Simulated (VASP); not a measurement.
A run of VASP 6.6.1 is set up as follows.

File INCAR:

```
SYSTEM = K3RuW
PREC = Accurate ; ENCUT = 500
EDIFF = 1E-6 ; ISMEAR = 0
SIGMA = 0.2 ; LREAL = .False.
LASPH = .True. ; NELM = 120
ALGO = Normal ; ISIF = 2
LWAVE = .False. ; LCHARG = .False.
GGA = PE ; NBANDS = 36
GGA_COMPAT = .False.
```

The input KPOINTS:

```
regular mesh
0
Gamma
  3 3 3
  0 0 0
```

Contents of POSCAR:

```
K3RuW
1.0
    5.9146860592      0.0000000000      0.0000000000
    0.0000000000      5.9146860592      0.0000000000
    0.0000000000      0.0000000000      5.7558939769
K Ru W
3 1 1
Direct
    0.5000000000      0.0000000000      0.0000000000
    0.0000000000      0.5000000000      0.0000000000
    0.5000000000      0.5000000000      0.5000000000
    0.5000000000      0.5000000000      0.0000000000
    0.0000000000      0.0000000000      0.5000000000
```

Potentials or basis: VASP PAW PBE potentials, release 64 (K_sv, Ru_pv, W_sv).

Launch:

```bash
$ cat potpaw_PBE.64/K_sv/POTCAR potpaw_PBE.64/Ru_pv/POTCAR potpaw_PBE.64/W_sv/POTCAR > POTCAR
$ mpirun -np 1 vasp_std > vasp.out
```

Problem. Estimate the pressure.

Solution. 0.0 GPa.

Problem. Predict the band gap on the k mesh.

Solution. Zero (an odd number of electrons rules out a gap without spin polarisation).

Stress tensor (GPa, compression positive):
```
-0.07  0.00  0.00
 0.00 -0.07  0.00
 0.00  0.00  0.24
```

Caveat: the k points lie up to 0.36 Å⁻¹ apart, too coarse for converged energies and pressures of a metal; spin-orbit coupling is left out, which moves the levels of the heavy elements.
